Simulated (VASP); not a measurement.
**Ag: electric field gradients with LDA**

The system is Ag.

```xyz
4
Lattice="2.8765 0.0000 0.0000 -1.4383 2.4912 0.0000 0.0000 0.0000 9.9666" Properties=species:S:1:pos:R:3 pbc="T T T"
Ag    0.0000    1.6608    2.4916
Ag    1.4383    0.8304    7.4749
Ag    0.0000    0.0000    0.0000
Ag    0.0000    0.0000    4.9833
```

This isn't the form of Ag at room conditions, which is fcc.

```json
{
  "Program": "VASP 6.6.1",
  "Task": "electric field gradients",
  "Functional": "LDA",
  "Potentials or basis": "VASP PAW LDA potentials, release 64 (Ag)",
  "Cutoff": "520 eV",
  "k mesh": "14 × 14 × 4",
  "Occupations": "fermi-dirac, width 0.08 eV",
  "Spin": "no spin polarisation",
  "Dipole correction": "no",
  "Further INCAR settings": "ALGO = Normal; EDIFF = 1e-08; NBANDS = 30"
}
```

```yaml
Pressure: -10.4 GPa
Band_gap_on_the_k_mesh: zero (bands 22 and 23 overlap by 6.05 eV)
Largest_electric_field_gradient_by_atom: Ag +11.6, +10.4 (each value once) V/Å²
```

Stress tensor (GPa, compression positive):
```
 -9.04   0.00   0.00
  0.00  -9.04   0.00
  0.00   0.00 -13.01
```

Levels at points of the mesh, in eV from the Fermi level:
| k point | band 18 | band 19 | band 20 | band 21 | band 22 | band 23 | band 24 | band 25 | band 26 | band 27 |
| --- | --- | --- | --- | --- | --- | --- | --- | --- | --- | --- |
| (0.00, 0.00, 0.00) | -3.38 | -3.38 | -3.27 | -3.27 | -2.94 | -2.94 | -0.66 | 2.59 | 9.58 | 9.58 |
| (0.50, 0.00, 0.00) | -2.68 | -2.67 | -2.64 | 0.05 | 0.85 | 1.17 | 1.67 | 4.26 | 4.28 | 6.81 |
| (0.00, 0.00, 0.50) | -3.56 | -3.06 | -3.06 | -3.06 | -3.06 | -2.58 | -2.58 | 5.29 | 5.29 | 13.87 |
| (0.50, 0.00, 0.50) | -2.71 | -2.65 | -2.65 | 0.43 | 0.43 | 1.51 | 1.51 | 4.58 | 4.58 | 6.07 |

Electric field gradients, principal values (V/Å²):
| atom | least | middle | greatest (by size) |
| --- | --- | --- | --- |
| 1 Ag | -5.781 | -5.782 | 11.563 |
| 2 Ag | -5.781 | -5.782 | 11.563 |
| 3 Ag | -5.186 | -5.187 | 10.373 |
| 4 Ag | -5.186 | -5.187 | 10.373 |

It took 4.4 min on 1 thread of Intel Xeon 8259CL (shared host), peak memory 0.21 GiB.

Caveat: the cell stands under tension; without QUAD_EFG the Cq values of the log hold for a quadrupole moment of 1 mb, not for the nuclei.
